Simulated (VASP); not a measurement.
InAs:

```
CELL_PARAMETERS angstrom
0.00000 3.01800 3.01800
3.01800 0.00000 3.01800
3.01800 3.01800 0.00000
ATOMIC_POSITIONS crystal
In 0.00000 0.00000 0.00000
As 0.75000 0.75000 0.75000
```

```yaml
Program: VASP 6.6.1
Task: relaxation of cell and atoms
Functional: RPBE
Dispersion: D4
Potentials_or_basis: VASP PAW PBE potentials, release 64 (In_d, As)
Cutoff: 600 eV
k_mesh: 8 × 8 × 8
Occupations: fermi-dirac, width 0.05 eV
Spin: no spin polarisation
```

At the start: pressure 2.0 GPa; volume 27.49 Å³/atom.

Question: Where does the relaxation end?

Answer: Over 3 steps the energy falls by 5.8 meV/atom and the volume is 28.45 Å³/atom (+3.5 %); space group F-43m (No. 216, to 0.1 Å) before and after.

Step by step:
| step | energy change (eV) | largest force (eV/Å) | pressure (GPa) | volume (Å³) |
| --- | --- | --- | --- | --- |
| 1 | 0.0000 | 0.0000 | 2.01 | 54.98 |
| 2 | -0.0095 | 0.0000 | -0.78 | 57.76 |
| 3 | -0.0116 | 0.0000 | 0.02 | 56.90 |

Final structure:
```
In As
1.0
     0.00000    3.05279    3.05279
     3.05279    0.00000    3.05279
     3.05279    3.05279    0.00000
In As
1 1
Cartesian
  0.0000 0.0000 0.0000
  4.5792 4.5792 4.5792
```

Caveat: the PAW data sets were made with another functional, which shifts forces and pressure a little.
